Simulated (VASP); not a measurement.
# Mo (Im-3m) in VASP: further runs

Runs on Mo. Level: PBE. Tasks: single point, relaxation of cell and atoms.

Everything below comes from runs of VASP 6.6.1. Logs are shortened: lines on timing, memory, paths and dates and some standing lists are left out, and cuts for length are marked.

## (1) The cell of the first run

It takes space group Im-3m (No. 229, cubic). The conventional cell has a = 3.074 Å, b = 3.074 Å, c = 3.074 Å, α = 90.00°, β = 90.00°, γ = 90.00°. Mo (site symmetry m-3m) has 14 Mo at 2.66 to 3.07 Å within 3.5 Å.

## (2) Single point, PBE

INCAR reads:

```
SYSTEM = Mo
PREC = Accurate
ENCUT = 500
EDIFF = 1E-6
ISMEAR = 0
SIGMA = 0.1
LREAL = .False.
LASPH = .True.
NELM = 120
ALGO = Normal
ISIF = 2
LWAVE = .False.
LCHARG = .False.
GGA = PE
NBANDS = 13
GGA_COMPAT = .False.
```

KPOINTS reads:

```
Automatic mesh
0
Gamma
  8 8 8
  0 0 0
```

POSCAR reads:

```
Mo
1.0
   -1.5370663450      1.5370663450      1.5370663450
    1.5370663450     -1.5370663450      1.5370663450
    1.5370663450      1.5370663450     -1.5370663450
Mo
1
Direct
    0.0000000000      0.0000000000      0.0000000000
```

Potentials or basis: VASP PAW PBE potentials, release 64 (Mo_sv).

Command:

```sh
$ cat potpaw_PBE.64/Mo_sv/POTCAR > POTCAR
$ mpirun -np 1 vasp_std > vasp.out
```

OUTCAR:

```text
SYSTEM = Mo
   PREC = Accurate
   ENCUT = 500
   EDIFF = 1E-6
   ISMEAR = 0
   LREAL = .False.
   LASPH = .True.
   NELM = 120
   ISIF = 2
   GGA = PE

 ion  position               nearest neighbor table
   1  0.000  0.000  0.000-

  LATTYP: Found a body centered cubic cell.
 ALAT       =     3.0741326900

  Lattice vectors:

 A1 = (  -1.5370663450,   1.5370663450,   1.5370663450)
 A2 = (   1.5370663450,  -1.5370663450,   1.5370663450)
 A3 = (   1.5370663450,   1.5370663450,  -1.5370663450)

Analysis of symmetry for initial positions (statically):
=====================================================================
 Subroutine PRICEL returns:
 Original cell was already a primitive cell.

 Routine SETGRP: Setting up the symmetry group for a
 body centered cubic supercell.

 Subroutine GETGRP returns: Found 48 space group operations
 (whereof 48 operations were pure point group operations)
 out of a pool of 48 trial point group operations.

The static configuration has the point symmetry O_h .

Analysis of symmetry for dynamics (positions and initial velocities):
=====================================================================
 Subroutine PRICEL returns:
 Original cell was already a primitive cell.

 Routine SETGRP: Setting up the symmetry group for a
 body centered cubic supercell.

 Subroutine GETGRP returns: Found 48 space group operations
 (whereof 48 operations were pure point group operations)
 out of a pool of 48 trial point group operations.

The dynamic configuration has the point symmetry O_h .

 Subroutine INISYM returns: Found 48 space group operations
 (whereof 48 operations are pure point group operations),
 and found     1 'primitive' translations

----------------------------------------------------------------------------------------

                                     Primitive cell

  volume of cell :      14.5257

  direct lattice vectors                    reciprocal lattice vectors
    -1.537066345  1.537066345  1.537066345     0.000000000  0.325295002  0.325295002
     1.537066345 -1.537066345  1.537066345     0.325295002  0.000000000  0.325295002
     1.537066345  1.537066345 -1.537066345     0.325295002  0.325295002  0.000000000

  length of vectors
     2.662277004  2.662277004  2.662277004     0.460036604  0.460036604  0.460036604

  position of ions in fractional coordinates (direct lattice)
     0.000000000  0.000000000  0.000000000

  ion indices of the primitive-cell ions
   primitive index   ion index
[... 75 lines left out ...]
   EDIFFG = 0.1E-04   stopping-criterion for IOM
   NSW    =      0    number of steps for IOM
   IBRION =     -1    ionic relax: 0-MD 1-quasi-New 2-CG
   NFREE  =      0    steps in history (QN), initial steepest desc. (CG)
   ISIF   =      2    stress and relaxation
   ISYM   =      2    0-nonsym 1-usesym 2-fastsym
   POTIM  = 0.5000    time-step for ionic-motion
   TEBEG  =    0.0;   TEEND  =   0.0 temperature during run
   PSTRESS=    0.0 pullay stress
   NELECT =      14.0000    total number of electrons
   NUPDOWN=      -1.0000    fix difference up-down
   EMIN   =  10.00;   EMAX   =-10.00  energy-range for DOS
   EFERMI =   0.00;   METHOD = LEGACY
   ISMEAR =     0;   SIGMA  =   0.10  broadening in eV -4-tet -1-fermi 0-gaus
   EFERMI_NEDOS =   21; number of points for ismear=-14 and -15
   IALGO  =     38    algorithm
   IMIX   =      4    mixing-type and parameters
     AMIX     =   0.40;   BMIX     =  1.00
     AMIX_MAG =   1.60;   BMIX_MAG =  1.00
  volume/ion in A,a.u.               =      14.53        98.02
  Fermi-wavevector in a.u.,A,eV,Ry     =   1.617105  3.055885 35.579626  2.615029
  Thomas-Fermi vector in A             =   2.711584
   LORBIT       =      0    0 simple, 1 ext, 2 COOP (PROOUT), +10 PAW based schemes
   GGA     = PE    functional components
   LHFCALC =     F    Hartree Fock is set to
   AEXX    =    0.0000 exact exchange contribution
   IVDW    =     0    specifies the selected vdW correction
   LEPSILON=     F    determine dielectric tensor
   LRPA    =     F    only Hartree local field effects (RPA)
 non-spin polarized calculation
 Gauss-broadening in eV      SIGMA  =   0.10
  energy-cutoff  :      500.00
  volume of cell :       14.53
 maximum number of plane-waves:       378
   NGX =  9   NGY =  9   NGZ =  9

 number of electron      13.9999998 magnetization

 Free energy of the ion-electron system (eV)
  ---------------------------------------------------
  ext. energy  EPLUGINS =         0.00000000
  ---------------------------------------------------
  free energy    TOTEN  =       -10.81161274 eV

  energy without entropy =      -10.80565916  energy(sigma->0) =      -10.80863595

 E-fermi :  13.7273     XC(G=0): -13.8083

 val. band max:       13.6776576928   @ k =   0.3750   0.1250   0.0000
 cond. band min:      13.8089792882   @ k =  -0.1250   0.1250   0.1250
 fundamental gap:      0.1313215954
 Fermi energy:        13.7273168207

 k-point     1 :       0.0000    0.0000    0.0000
  band No.  band energies     occupation
      1     -47.4856      2.00000
      2     -20.5608      2.00000
      3     -20.5608      2.00000
      4     -20.5608      2.00000
      5       6.3514      2.00000
      6      12.3009      2.00000
      7      12.3009      2.00000
      8      12.3009      2.00000
      9      15.6086      0.00000
     10      15.6086      0.00000
     11      28.7413      0.00000
     12      28.7413      0.00000
     13      28.7413      0.00000
[... 354 lines left out ...]
  band No.  band energies     occupation
      1     -47.0539      2.00000
      2     -21.8667      2.00000
      3     -21.3617      2.00000
      4     -21.2066      2.00000
      5       9.4694      2.00000
      6      10.1623      2.00000
      7      13.1119      2.00000
      8      14.0329      0.00002
      9      16.9938      0.00000
     10      19.3785      0.00000
     11      28.5844      0.00000
     12      30.7686      0.00000
     13      31.6224      0.00000

 [... further k-points ...]
[... 5 lines left out ...]
  --------------------------------------------------------------------------------------
  -------------------------------------------------------------------------------------
  Total        2.4207410      2.4207410      2.4207410      0.0000000     -0.0000000      0.0000000
  in kB      267.0060363    267.0060363    267.0060363      0.0000000     -0.0000000      0.0000000
  external PRESSURE =     267.0060363 kB  Pullay stress =       0.0000000 kB

 VOLUME and BASIS-vectors are now :
 -----------------------------------------------------------------------------
  energy-cutoff  :      500.00
  volume of cell :       14.53
      direct lattice vectors                 reciprocal lattice vectors
    -1.537066345  1.537066345  1.537066345     0.000000000  0.325295002  0.325295002
     1.537066345 -1.537066345  1.537066345     0.325295002  0.000000000  0.325295002
     1.537066345  1.537066345 -1.537066345     0.325295002  0.325295002  0.000000000

 POSITION                                       TOTAL-FORCE (eV/Angst)
 -----------------------------------------------------------------------------------
      0.00000      0.00000      0.00000         0.000000      0.000000      0.000000
 -----------------------------------------------------------------------------------
    total drift:                                0.000000      0.000000      0.000000

  FREE ENERGIE OF THE ION-ELECTRON SYSTEM (eV)
  ---------------------------------------------------
  free  energy   TOTEN  =       -10.8116127398 eV

  energy  without entropy=      -10.8056591565  energy(sigma->0) =      -10.80863595
```

OSZICAR:

```text
N       E                     dE             d eps       ncg     rms          rms(c)
DAV:   1     0.946359463479E+02    0.94636E+02   -0.78139E+03   762   0.107E+03
DAV:   2    -0.101421490671E+02   -0.10478E+03   -0.99908E+02   874   0.313E+02
DAV:   3    -0.114021515883E+02   -0.12600E+01   -0.12575E+01   844   0.340E+01
DAV:   4    -0.114046990586E+02   -0.25475E-02   -0.25474E-02   844   0.189E+00
DAV:   5    -0.114047131206E+02   -0.14062E-04   -0.14063E-04   844   0.127E-01    0.174E+01
DAV:   6    -0.108910007228E+02    0.51371E+00   -0.60665E-01   774   0.981E+00    0.545E+00
DAV:   7    -0.108149617081E+02    0.76039E-01   -0.13657E-01   829   0.447E+00    0.783E-01
DAV:   8    -0.108115503210E+02    0.34114E-02   -0.37537E-03   779   0.785E-01    0.142E-01
DAV:   9    -0.108116061580E+02   -0.55837E-04   -0.63578E-05   859   0.976E-02    0.777E-02
DAV:  10    -0.108116121903E+02   -0.60323E-05   -0.11909E-05   789   0.423E-02    0.479E-03
DAV:  11    -0.108116127398E+02   -0.54946E-06   -0.81060E-08   422   0.345E-03
   1 F= -.10811613E+02 E0= -.10808636E+02  d E =-.595358E-02
```

Wall time 4.1 s (1 thread of Intel Xeon Platinum 8488C (Sapphire Rapids), shared host); peak memory 0.12 GiB.

What came out:

```
Free energy            : -10.8116 eV
Pressure               : 26.7 GPa
Band gap on the k mesh : zero (band 7 reaches 18.23 eV, above the bottom of band 8 at 12.30 eV)
```

Levels at points of the mesh, in eV from the Fermi level:
| k point | band 5 | band 6 | band 7 | band 8 | band 9 | band 10 |
| --- | --- | --- | --- | --- | --- | --- |
| (0.00, 0.00, 0.00) | -7.38 | -1.43 | -1.43 | -1.43 | 1.88 | 1.88 |
| (0.50, 0.00, 0.00) | -5.70 | -3.68 | 1.96 | 2.02 | 2.65 | 5.37 |
| (0.50, 0.50, 0.50) | -5.95 | -5.95 | 4.50 | 4.50 | 4.50 | 9.75 |

Caveat: the k points lie up to 0.36 Å⁻¹ apart.

## (3) Single point, PBE

This run uses another cell than the first one, of 15.77 Å³/atom, 1.085 times its volume.

INCAR reads:

```
SYSTEM = Mo
  PREC = Accurate
  ENCUT = 500
  EDIFF = 1E-6
  ISMEAR = 0
  SIGMA = 0.1
  LREAL = .False.
  LASPH = .True.
  NELM = 120
  ALGO = Normal
  ISIF = 2
  LWAVE = .False.
  LCHARG = .False.
  GGA = PE
  NBANDS = 13
  GGA_COMPAT = .False.
```

KPOINTS reads:

```
regular mesh
0
Gamma
  10 10 10
  0 0 0
```

POSCAR reads:

```
Mo
1.0
   -1.5796528974      1.5796528974      1.5796528974
    1.5796528974     -1.5796528974      1.5796528974
    1.5796528974      1.5796528974     -1.5796528974
Mo
1
Direct
    0.0000000000      0.0000000000      0.0000000000
```

Potentials or basis: VASP PAW PBE potentials, release 64 (Mo_sv).

Command:

```sh
$ cat potpaw_PBE.64/Mo_sv/POTCAR > POTCAR
$ mpirun -np 1 vasp_std > vasp.out
```

It took 6.4 s on 1 thread of Intel Xeon Platinum 8488C (Sapphire Rapids), shared host; peak memory 0.13 GiB.

Results (log left out):

```yaml
Free_energy: -10.9211 eV
Pressure: 0.4 GPa
Band_gap_on_the_k_mesh: zero (band 7 reaches 16.41 eV, above the bottom of band 8 at 11.12 eV)
```

Levels at points of the mesh, in eV from the Fermi level:
| k point | band 4 | band 5 | band 6 | band 7 | band 8 | band 9 | band 10 | band 11 |
| --- | --- | --- | --- | --- | --- | --- | --- | --- |
| (0.00, 0.00, 0.00) | -34.66 | -7.32 | -1.45 | -1.45 | -1.45 | 1.54 | 1.54 | 14.70 |
| (0.50, 0.00, 0.00) | -34.67 | -5.38 | -3.47 | 1.48 | 1.57 | 2.19 | 4.58 | 11.41 |
| (0.50, 0.50, 0.50) | -35.60 | -5.48 | -5.48 | 3.83 | 3.83 | 3.83 | 8.88 | 8.88 |

## (4) Relaxation of cell and atoms, PBE

INCAR reads:

```
  PREC = Accurate
  ENCUT = 500
  EDIFF = 1E-7
  ISMEAR = 0
  SIGMA = 0.1
  LREAL = F
  LASPH = T
  NELM = 120
  ALGO = Normal
  ISIF = 3
  LWAVE = F
  LCHARG = F
  GGA = PE
  IBRION = 2
  NSW = 80
  EDIFFG = -0.05
  GGA_COMPAT = F
  NELMIN = 4
```

KPOINTS reads:

```
Automatic mesh
0
Gamma
  10 10 10
```

POSCAR reads:

```
Mo
1.0
   -1.5370663450      1.5370663450      1.5370663450
    1.5370663450     -1.5370663450      1.5370663450
    1.5370663450      1.5370663450     -1.5370663450
Mo
1
Direct
    0.0000000000      0.0000000000      0.0000000000
```

Potentials or basis: VASP PAW PBE potentials, release 64 (Mo_sv).

Command:

```sh
$ cat potpaw_PBE.64/Mo_sv/POTCAR > POTCAR
$ mpirun -np 1 vasp_std > vasp.out
```

OUTCAR:

```text
PREC = Accurate
   ENCUT = 500
   EDIFF = 1E-7
   ISMEAR = 0
   LREAL = F
   LASPH = T
   NELM = 120
   ISIF = 3
   GGA = PE
   IBRION = 2
   NSW = 80
   EDIFFG = -0.05
   NELMIN = 4

 ion  position               nearest neighbor table
   1  0.000  0.000  0.000-

  LATTYP: Found a body centered cubic cell.
 ALAT       =     3.0741326900

  Lattice vectors:

 A1 = (  -1.5370663450,   1.5370663450,   1.5370663450)
 A2 = (   1.5370663450,  -1.5370663450,   1.5370663450)
 A3 = (   1.5370663450,   1.5370663450,  -1.5370663450)

Analysis of symmetry for initial positions (statically):
=====================================================================
 Subroutine PRICEL returns:
 Original cell was already a primitive cell.

 Routine SETGRP: Setting up the symmetry group for a
 body centered cubic supercell.

 Subroutine GETGRP returns: Found 48 space group operations
 (whereof 48 operations were pure point group operations)
 out of a pool of 48 trial point group operations.

The static configuration has the point symmetry O_h .

Analysis of symmetry for dynamics (positions and initial velocities):
=====================================================================
 Subroutine PRICEL returns:
 Original cell was already a primitive cell.

 Routine SETGRP: Setting up the symmetry group for a
 body centered cubic supercell.

 Subroutine GETGRP returns: Found 48 space group operations
 (whereof 48 operations were pure point group operations)
 out of a pool of 48 trial point group operations.

The dynamic configuration has the point symmetry O_h .

 Subroutine INISYM returns: Found 48 space group operations
 (whereof 48 operations are pure point group operations),
 and found     1 'primitive' translations

----------------------------------------------------------------------------------------

                                     Primitive cell

[... 117 lines left out ...]
   LEPSILON=     F    determine dielectric tensor
   LRPA    =     F    only Hartree local field effects (RPA)
 conjugate gradient relaxation of ions
 non-spin polarized calculation
 Gauss-broadening in eV      SIGMA  =   0.10
  energy-cutoff  :      500.00
  volume of cell :       14.53
 maximum number of plane-waves:       376
   NGX =  9   NGY =  9   NGZ =  9

--------------------------------------- Ionic step        1  -------------------------------------------

 number of electron      13.9999998 magnetization

 Free energy of the ion-electron system (eV)
  ---------------------------------------------------
  ext. energy  EPLUGINS =         0.00000000
  ---------------------------------------------------
  free energy    TOTEN  =       -10.82646886 eV

  energy without entropy =      -10.82219999  energy(sigma->0) =      -10.82433442

------------------------ aborting loop because EDIFF is reached ----------------------------------------

  FORCE on cell =-STRESS in cart. coord.  units (eV):
  Direction    XX          YY          ZZ          XY          YZ          ZX
  --------------------------------------------------------------------------------------
  -------------------------------------------------------------------------------------
  Total        2.3244651      2.3244651      2.3244651     -0.0000000      0.0000000      0.0000000
  in kB      256.3868650    256.3868650    256.3868650     -0.0000000      0.0000000      0.0000000
  external PRESSURE =     256.3868650 kB  Pullay stress =       0.0000000 kB
[... 22 lines left out ...]
--------------------------------------- Ionic step        2  -------------------------------------------

 number of electron      13.9999996 magnetization

 E-fermi :   9.0559     XC(G=0): -12.0588

 val. band max:        8.9989098717   @ k =   0.4000   0.1000   0.0000
 cond. band min:       9.0769658906   @ k =  -0.3000   0.3000   0.3000
 fundamental gap:      0.0780560189
 Fermi energy:         9.0558995889

 k-point     1 :       0.0000    0.0000    0.0000
  band No.  band energies     occupation
      1     -52.3321      2.00000
      2     -25.9869      2.00000
      3     -25.9869      2.00000
      4     -25.9869      2.00000
      5       2.7202      2.00000
      6       8.0361      2.00000
      7       8.0361      2.00000
      8       8.0361      2.00000
      9      10.2459      0.00000
     10      10.2459      0.00000
     11      23.3562      0.00000
[... 391 lines left out ...]
--------------------------------------- Ionic step        4  -------------------------------------------

 number of electron      14.0000004 magnetization

 Free energy of the ion-electron system (eV)
  ---------------------------------------------------
  ext. energy  EPLUGINS =         0.00000000
  ---------------------------------------------------
  free energy    TOTEN  =       -10.92058917 eV

  energy without entropy =      -10.91505529  energy(sigma->0) =      -10.91782223

 E-fermi :  12.5327     XC(G=0): -13.3245

 val. band max:       12.5187780454   @ k =  -0.2000   0.2000   0.1000
 cond. band min:      12.5474130660   @ k =  -0.2000   0.2000   0.2000
 fundamental gap:      0.0286350206
 Fermi energy:        12.5326663413

 k-point     1 :       0.0000    0.0000    0.0000
  band No.  band energies     occupation
      1     -48.8369      2.00000
      2     -22.1304      2.00000
      3     -22.1304      2.00000
      4     -22.1304      2.00000
      5       5.2175      2.00000
      6      11.0865      2.00000
      7      11.0865      2.00000
      8      11.0865      2.00000
      9      14.0721      0.00000
     10      14.0721      0.00000
     11      27.2309      0.00000
[... 350 lines left out ...]
  FREE ENERGIE OF THE ION-ELECTRON SYSTEM (eV)
  ---------------------------------------------------
  free  energy   TOTEN  =       -10.9205891651 eV

  energy  without entropy=      -10.9150552862  energy(sigma->0) =      -10.91782223

 reached required accuracy - stopping structural energy minimisation
```

CONTCAR:

```text
Mo
   1.00000000000000
    -1.5809458229218043    1.5809458229218043    1.5809458229218043
     1.5809458229218043   -1.5809458229218043    1.5809458229218043
     1.5809458229218043    1.5809458229218043   -1.5809458229218043
  Mo
     1
Direct
     0.0000000000000000    0.0000000000000000    0.0000000000000000

  0.00000000E+00  0.00000000E+00  0.00000000E+00
```

Wall time 9.3 s (1 thread of Intel Xeon 6975P-C (Granite Rapids), shared host); peak memory 0.13 GiB.

Results:

```
Free energy                            : -10.9206 eV
Relaxed volume                         : 15.81 Å³/atom
Relaxed cell                           : a = 2.738 Å, b = 2.738 Å, c = 2.738 Å, α = 109.47°, β = 109.47°, γ = 109.47°
Space group after relaxing (to 0.05 Å) : Im-3m (No. 229)
Energy gained by relaxing              : 94.1 meV/atom
Ionic steps                            : 4
Pressure after relaxing                : -0.2 GPa
Band gap on the k mesh                 : zero (band 7 reaches 16.35 eV, above the bottom of band 8 at 11.09 eV)
```

The path:
| step | energy change (eV) | largest force (eV/Å) | pressure (GPa) | volume (Å³) |
| --- | --- | --- | --- | --- |
| 1 | 0.0000 | 0.0000 | 25.64 | 14.53 |
| 2 | 0.4956 | 0.0000 | -36.84 | 19.98 |
| 3 | -0.0933 | 0.0000 | -2.08 | 15.92 |
| 4 | -0.0941 | 0.0000 | -0.23 | 15.81 |

Final structure:
```cif
data_structure
_symmetry_space_group_name_H-M 'P 1'
_symmetry_Int_Tables_number 1
_cell_length_a 2.7383
_cell_length_b 2.7383
_cell_length_c 2.7383
_cell_angle_alpha 109.471
_cell_angle_beta 109.471
_cell_angle_gamma 109.471
_cell_volume 15.81
loop_
_atom_site_label
_atom_site_type_symbol
_atom_site_fract_x
_atom_site_fract_y
_atom_site_fract_z
_atom_site_occupancy
Mo1 Mo 0.00000 0.00000 0.00000 1
```

## (5) Overview

| task | cell | k mesh | gap on the mesh (eV) | pressure (GPa) |
| --- | --- | --- | --- | --- |
| single point | a = 2.662 Å, angles 109.5°, 1 atom | 8 × 8 × 8 | none | 26.7 |
| single point | a = 2.736 Å, angles 109.5°, 1 atom | 10 × 10 × 10 | none | 0.4 |
| relaxation of cell and atoms | relaxed from a = 2.662 Å, angles 109.5°, 1 atom | 10 × 10 × 10 | none | -0.2 |

Alike in all rows: level PBE; potentials or basis VASP PAW PBE potentials, release 64 (Mo_sv); no spin polarisation; cutoff (eV) 500; smearing gaussian 0.1 eV.

Caveats: some runs use coarse meshes.

Absolute energies hang on the potentials; compare differences alone.
